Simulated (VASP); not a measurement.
La:

```
La
1.0
    -2.12383    2.12383    2.12383
     2.12383   -2.12383    2.12383
     2.12383    2.12383   -2.12383
La
1
Direct
  0.00000 0.00000 0.00000
```

| Property | Result |
| --- | --- |
| Program | VASP 6.6.1 |
| Task | relaxation of cell and atoms |
| Functional | PBEsol |
| Potentials or basis | VASP PAW PBE potentials, release 64 (La) |
| Cutoff | 600 eV |
| k mesh | 11 × 11 × 11 |
| Occupations | methfessel-paxton, width 0.05 eV |
| Spin | no spin polarisation |

At the start: pressure -2.3 GPa; volume 38.32 Å³/atom.

Question: How do energy, volume and symmetry change on relaxing?

Answer: Over 5 steps the energy falls by 27.6 meV/atom and the volume is 34.68 Å³/atom (-9.5 %); space group Im-3m (No. 229, to 0.05 Å).

Step by step:
```tsv
step	energy change (eV)	largest force (eV/Å)	pressure (GPa)	volume (Å³)
1	0.0000	0.0000	-2.30	38.32
2	-0.0265	0.0000	-0.48	35.35
3	-0.0276	0.0000	-0.04	34.72
4	-0.0276	0.0000	0.02	34.65
5	-0.0276	0.0000	0.00	34.68
```

Final structure:
```yaml
crystal:
  lattice:
    - [-2.05425, 2.05425, 2.05425]
    - [2.05425, -2.05425, 2.05425]
    - [2.05425, 2.05425, -2.05425]
  atoms:
    - { symbol: La, position: [0.00000, 0.00000, 0.00000] }
```

Caveat: the PAW data sets were made with another functional, which shifts forces and pressure a little.
